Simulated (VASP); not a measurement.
# Se (P-3m1) in VASP: further runs

The runs below take Se through single point, relaxation of cell and atoms, with PBE+D3(BJ).

All numbers are computed with VASP 6.6.1; they aren't measurements. Logs are shortened: lines on timing, memory, paths and dates and some standing lists are left out, and cuts for length are marked.

## Step 1: The cell of the first run

Symmetry: P-3m1, No. 164, trigonal system. Conventional cell: a = 3.791 Å, b = 3.791 Å, c = 4.434 Å, α = 90.00°, β = 90.00°, γ = 120.00°. Within 3.3 Å of Se (site symmetry 3m) lie 3 Se at 2.54 Å.

## Step 2: Single point, PBE+D3(BJ)

INCAR reads:

```
ALGO = Normal
EDIFF = 1E-6
ENCUT = 520
GGA = PE
ISIF = 2
ISMEAR = 0
IVDW = 12
LASPH = True
LCHARG = False
LREAL = False
LWAVE = False
NBANDS = 13
NELM = 60
PREC = Accurate
SIGMA = 0.1
```

KPOINTS reads:

```
k-points
0
Gamma
  6 6 4
```

POSCAR reads:

```
Se
1.0
    3.7910914600      0.0000000000      0.0000000000
   -1.8955457300      3.2831815100      0.0000000000
    0.0000000000      0.0000000000      4.4338414900
Se
2
Direct
    0.6666666700      0.3333333300      0.1447775600
    0.3333333300      0.6666666700      0.8552224400
```

Potentials or basis: VASP PAW PBE potentials, release 64 (Se).

Run with:

```
cat potpaw_PBE.64/Se/POTCAR > POTCAR
mpirun -np 1 vasp_std > vasp.out
```

OUTCAR:

```text
EDIFF = 1E-6
   ENCUT = 520
   GGA = PE
   ISIF = 2
   ISMEAR = 0
   IVDW = 12
   LASPH = True
   LREAL = False
   NELM = 60
   PREC = Accurate
 IVDW          = 12

 ion  position               nearest neighbor table
   1  0.667  0.333  0.145-   2 2.54   2 2.54   2 2.54
   2  0.333  0.667  0.855-   1 2.54   1 2.54   1 2.54

  LATTYP: Found a hexagonal cell.
 ALAT       =     3.7910914600
 C/A-ratio  =     1.1695422115

  Lattice vectors:

 A1 = (   3.7910914600,   0.0000000000,   0.0000000000)
 A2 = (  -1.8955457300,   3.2831815100,   0.0000000000)
 A3 = (   0.0000000000,   0.0000000000,   4.4338414900)

Analysis of symmetry for initial positions (statically):
=====================================================================
 Subroutine PRICEL returns:
 Original cell was already a primitive cell.

 Routine SETGRP: Setting up the symmetry group for a
 hexagonal supercell.

 Subroutine GETGRP returns: Found 12 space group operations
 (whereof 12 operations were pure point group operations)
 out of a pool of 24 trial point group operations.

The static configuration has the point symmetry D_3d.

Analysis of symmetry for dynamics (positions and initial velocities):
=====================================================================
 Subroutine PRICEL returns:
 Original cell was already a primitive cell.

 Routine SETGRP: Setting up the symmetry group for a
 hexagonal supercell.

 Subroutine GETGRP returns: Found 12 space group operations
 (whereof 12 operations were pure point group operations)
 out of a pool of 24 trial point group operations.

The dynamic configuration has the point symmetry D_3d.

 Subroutine INISYM returns: Found 12 space group operations
 (whereof 12 operations are pure point group operations),
 and found     1 'primitive' translations

----------------------------------------------------------------------------------------

                                     Primitive cell

  volume of cell :      55.1873

  direct lattice vectors                    reciprocal lattice vectors
     3.791091460  0.000000000  0.000000000     0.263776279  0.152291306  0.000000000
    -1.895545730  3.283181510  0.000000000     0.000000000  0.304582612  0.000000000
     0.000000000  0.000000000  4.433841490     0.000000000  0.000000000  0.225538058

  length of vectors
     3.791091460  3.791091458  4.433841490     0.304582612  0.304582612  0.225538058

  position of ions in fractional coordinates (direct lattice)
     0.666666670  0.333333330  0.144777560
     0.333333330  0.666666670  0.855222440

  ion indices of the primitive-cell ions
   primitive index   ion index
                 1           1
                 2           2

----------------------------------------------------------------------------------------

 KPOINTS: k-points

Automatic generation of k-mesh.
 Grid dimensions read from file:
 generate k-points for:    6    6    4

 Generating k-lattice:

  Cartesian coordinates                     Fractional coordinates (reciprocal lattice)
     0.043962713  0.025381884  0.000000000     0.166666667  0.000000000  0.000000000
     0.000000000  0.050763769  0.000000000     0.000000000  0.166666667  0.000000000
     0.000000000  0.000000000  0.056384515     0.000000000  0.000000000  0.250000000

  Length of vectors
     0.050763769  0.050763769  0.056384515

  Shift w.r.t. Gamma in fractional coordinates (k-lattice)
     0.000000000  0.000000000  0.000000000

 Subroutine IBZKPT returns following result:
 ===========================================

 Found     24 irreducible k-points:

 Following reciprocal coordinates:
            Coordinates               Weight
  0.000000  0.000000  0.000000      1.000000
  0.166667  0.000000  0.000000      6.000000
  0.333333  0.000000  0.000000      6.000000
  0.500000 -0.000000  0.000000      3.000000
  0.166667  0.166667  0.000000      6.000000
  0.333333  0.166667  0.000000     12.000000
[... 16 lines left out ...]
  0.333333  0.166667  0.500000     12.000000
  0.333333  0.333333  0.500000      2.000000
   k-points           NKPTS =     24   k-points in BZ     NKDIM =     24   number of bands    NBANDS=     13
   number of dos      NEDOS =    301   number of ions     NIONS =      2
   total plane-waves  NPLWV =  28224
   dimension x,y,z NGX =    28 NGY =   28 NGZ =   36
   dimension x,y,z NGXF=    56 NGYF=   56 NGZF=   72
   ions per type =               2
   NGX,Y,Z   is equivalent  to a cutoff of  12.28, 12.28, 13.50 a.u.
   NGXF,Y,Z  is equivalent  to a cutoff of  24.56, 24.56, 27.00 a.u.
 SYSTEM =  unknown system
   PREC   = accura    normal or accurate (medium, high low for compatibility)
   ISTART =      0    job   : 0-new  1-cont  2-samecut
   ICHARG =      2    charge: 1-file 2-atom 10-const
   ISPIN  =      1    spin polarized calculation?
   LNONCOLLINEAR =      F non collinear calculations
   LSORBIT =      F    spin-orbit coupling
   LASPH  =      T    aspherical Exc in radial PAW
   ENCUT  =  520.0 eV  38.22 Ry    6.18 a.u.   7.05  7.05  8.24*2*pi/ulx,y,z
   NELM   =     60;   NELMIN=  2; NELMDL= -5     # of ELM steps
   EDIFF  = 0.1E-05   stopping-criterion for ELM
   LREAL  =      F    real-space projection
   EDIFFG = 0.1E-04   stopping-criterion for IOM
   NSW    =      0    number of steps for IOM
   IBRION =     -1    ionic relax: 0-MD 1-quasi-New 2-CG
   NFREE  =      0    steps in history (QN), initial steepest desc. (CG)
   ISIF   =      2    stress and relaxation
   ISYM   =      2    0-nonsym 1-usesym 2-fastsym
   POTIM  = 0.5000    time-step for ionic-motion
   TEBEG  =    0.0;   TEEND  =   0.0 temperature during run
   PSTRESS=    0.0 pullay stress
   NELECT =      12.0000    total number of electrons
   NUPDOWN=      -1.0000    fix difference up-down
   EMIN   =  10.00;   EMAX   =-10.00  energy-range for DOS
   EFERMI =   0.00;   METHOD = LEGACY
   ISMEAR =     0;   SIGMA  =   0.10  broadening in eV -4-tet -1-fermi 0-gaus
   EFERMI_NEDOS =   21; number of points for ismear=-14 and -15
   IALGO  =     38    algorithm
   IMIX   =      4    mixing-type and parameters
     AMIX     =   0.40;   BMIX     =  1.00
     AMIX_MAG =   1.60;   BMIX_MAG =  1.00
  volume/ion in A,a.u.               =      27.59       186.21
  Fermi-wavevector in a.u.,A,eV,Ry     =   0.984439  1.860320 13.185680  0.969120
  Thomas-Fermi vector in A             =   2.115672
   LORBIT       =      0    0 simple, 1 ext, 2 COOP (PROOUT), +10 PAW based schemes
   GGA     = PE    functional components
   LHFCALC =     F    Hartree Fock is set to
   AEXX    =    0.0000 exact exchange contribution
   IVDW    =    12    specifies the selected vdW correction
   LEPSILON=     F    determine dielectric tensor
   LRPA    =     F    only Hartree local field effects (RPA)
 non-spin polarized calculation
 Gauss-broadening in eV      SIGMA  =   0.10
  energy-cutoff  :      520.00
  volume of cell :       55.19
 maximum number of plane-waves:      1498
   NGX = 15   NGY = 15   NGZ = 17

 number of electron      12.0000000 magnetization

 Free energy of the ion-electron system (eV)
  ---------------------------------------------------
  ext. energy  EPLUGINS =         0.00000000
  ---------------------------------------------------
  free energy    TOTEN  =        -5.65757518 eV

  energy without entropy =       -5.65353247  energy(sigma->0) =       -5.65555382

 E-fermi :   3.4696     XC(G=0):  -8.8769

 val. band max:        3.4192601691   @ k =   0.0000   0.0000   0.0000
 cond. band min:       3.5235831659   @ k =   0.1667   0.1667   0.0000
 fundamental gap:      0.1043229968
 Fermi energy:         3.4695529281

 k-point     1 :       0.0000    0.0000    0.0000
  band No.  band energies     occupation
      1     -13.1979      2.00000
      2      -7.4310      2.00000
      3      -0.3201      2.00000
      4      -0.3201      2.00000
      5      -0.2319      2.00000
      6       2.1740      2.00000
      7       3.4193      1.52307
      8       3.4193      1.52307
      9       8.9520      0.00000
     10      11.3451      0.00000
     11      11.9605      0.00000
     12      11.9605      0.00000
     13      12.3961      0.00000

 k-point     2 :       0.1667    0.0000    0.0000
  band No.  band energies     occupation
      1     -12.9161      2.00000
      2      -7.7863      2.00000
      3      -1.2722      2.00000
      4      -0.7581      2.00000
      5      -0.1059      2.00000
      6       2.5269      2.00000
      7       3.7081      0.00074
      8       3.9773      0.00000
      9       9.6467      0.00000
     10      10.1384      0.00000
     11      10.5403      0.00000
     12      11.9880      0.00000
     13      14.3333      0.00000

 k-point     3 :       0.3333    0.0000    0.0000
  band No.  band energies     occupation
      1     -12.1385      2.00000
      2      -8.8251      2.00000
      3      -1.9517      2.00000
      4      -1.3947      2.00000
      5      -0.0657      2.00000
      6       2.1238      2.00000
      7       4.2749      0.00000
      8       4.7271      0.00000
      9       8.4126      0.00000
     10      10.1594      0.00000
     11      11.4543      0.00000
     12      12.9644      0.00000
     13      13.6670      0.00000
[... 305 lines left out ...]
 k-point    23 :       0.3333    0.1667    0.5000
  band No.  band energies     occupation
      1     -11.3221      2.00000
      2      -9.5901      2.00000
      3      -2.7270      2.00000
      4      -2.0910      2.00000
      5      -0.9538      2.00000
      6       3.2259      1.99943
      7       3.9156      0.00000
      8       5.3816      0.00000
      9      10.1747      0.00000
     10      11.1356      0.00000
     11      12.7584      0.00000
     12      13.4020      0.00000
     13      14.0843      0.00000

 k-point    24 :       0.3333    0.3333    0.5000
  band No.  band energies     occupation
      1     -10.4488      2.00000
      2     -10.4488      2.00000
      3      -2.9464      2.00000
      4      -1.7455      2.00000
      5      -1.7455      2.00000
      6       2.6580      2.00000
      7       5.3984      0.00000
      8       5.3984      0.00000
      9      10.3507      0.00000
     10      11.8336      0.00000
     11      11.8336      0.00000
     12      12.4976      0.00000
     13      15.1237      0.00000

------------------------ aborting loop because EDIFF is reached ----------------------------------------

 Edisp (eV)   -0.61824

 E8    (eV) :    -0.2538

  FORCE on cell =-STRESS in cart. coord.  units (eV):
  Direction    XX          YY          ZZ          XY          YZ          ZX
  --------------------------------------------------------------------------------------
  -------------------------------------------------------------------------------------
  Total       1.39030     1.39030    -0.89171     0.00000     0.00000     0.00000
  in kB      40.36257    40.36257   -25.88787     0.00000     0.00000     0.00000
  external pressure =       18.28 kB  Pullay stress =        0.00 kB

 VOLUME and BASIS-vectors are now :
 -----------------------------------------------------------------------------
  energy-cutoff  :      520.00
  volume of cell :       55.19
      direct lattice vectors                 reciprocal lattice vectors
     3.791091460  0.000000000  0.000000000     0.263776279  0.152291306  0.000000000
    -1.895545730  3.283181510  0.000000000     0.000000000  0.304582612  0.000000000
     0.000000000  0.000000000  4.433841490     0.000000000  0.000000000  0.225538058

 POSITION                                       TOTAL-FORCE (eV/Angst)
 -----------------------------------------------------------------------------------
      1.89555      1.09439      0.64192        -0.000000      0.000000      0.545399
     -0.00000      2.18879      3.79192         0.000000      0.000000     -0.545399
 -----------------------------------------------------------------------------------
    total drift:                               -0.000000     -0.000000      0.000000

  FREE ENERGIE OF THE ION-ELECTRON SYSTEM (eV)
  ---------------------------------------------------
  free  energy   TOTEN  =        -6.2758151392 eV

  energy  without entropy=       -6.2717724295  energy(sigma->0) =       -6.27379378
```

Run time: 12 s. Hardware: 1 thread of Intel Xeon Platinum 8375C at 2.90GHz (Ice Lake), shared host; peak memory 0.17 GiB.

Results:

```yaml
Free_energy: -6.2758 eV
Pressure: 1.8 GPa
Largest_force: 0.545 eV/Å
Band_gap_on_the_k_mesh: zero (band 6 reaches 4.00 eV, above the bottom of band 7 at 3.34 eV)
Dispersion_energy_per_atom: -0.309 eV
```

Forces in eV/Å, atoms in the order of the input:
```
Se   0.000  0.000  0.545
Se   0.000  0.000 -0.545
```

Levels at points of the mesh, in eV from the Fermi level:
```
           k point  band 4  band 5  band 6  band 7  band 8  band 9
(0.00, 0.00, 0.00)   -3.79   -3.70   -1.30   -0.05   -0.05    5.48
(0.50, 0.00, 0.00)   -5.12   -3.72   -1.05    0.28    1.50    4.33
(0.00, 0.00, 0.50)   -3.64   -2.73   -1.67   -0.13   -0.13    7.19
(0.50, 0.00, 0.50)   -4.92   -4.63   -0.87    0.68    1.54    7.39
```

(Continued in part 2 of 2.)
